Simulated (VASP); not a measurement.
A run of VASP 6.6.1 is set up as follows.

The input INCAR:

```
  PREC = Accurate
  ENCUT = 520
  EDIFF = 1E-7
  ISMEAR = 0
  SIGMA = 0.05
  LREAL = False
  LASPH = True
  NELM = 60
  ALGO = Normal
  ISIF = 2
  LWAVE = False
  LCHARG = False
  GGA = PE
  NBANDS = 24
```

File KPOINTS:

```
Automatic mesh
0
Gamma
  8 8 12
```

Contents of POSCAR:

```
ZrC
1.0
    4.2073631885      0.0000000000      0.0000000000
    0.0000000000      4.2073631885      0.0000000000
    0.0000000000      0.0000000000      2.9906068947
Zr C
2 2
Direct
    0.5000000000      0.0000000000      0.2494627897
    0.0000000000      0.5000000000      0.7505372103
    0.0000000000      0.0000000000      0.0000000000
    0.5000000000      0.5000000000      0.0000000000
```

Potentials or basis: VASP PAW PBE potentials, release 64 (Zr_sv, C).

The run is started by

```console
$ cat potpaw_PBE.64/Zr_sv/POTCAR potpaw_PBE.64/C/POTCAR > POTCAR
$ mpirun -np 1 vasp_std > vasp.out
```

(1) What does it give for the pressure?

(2) Estimate the largest force.

Answers

(1) 5.2 GPa.

(2) 0.017 eV/Å.

Caveat: the cell stands under pressure.
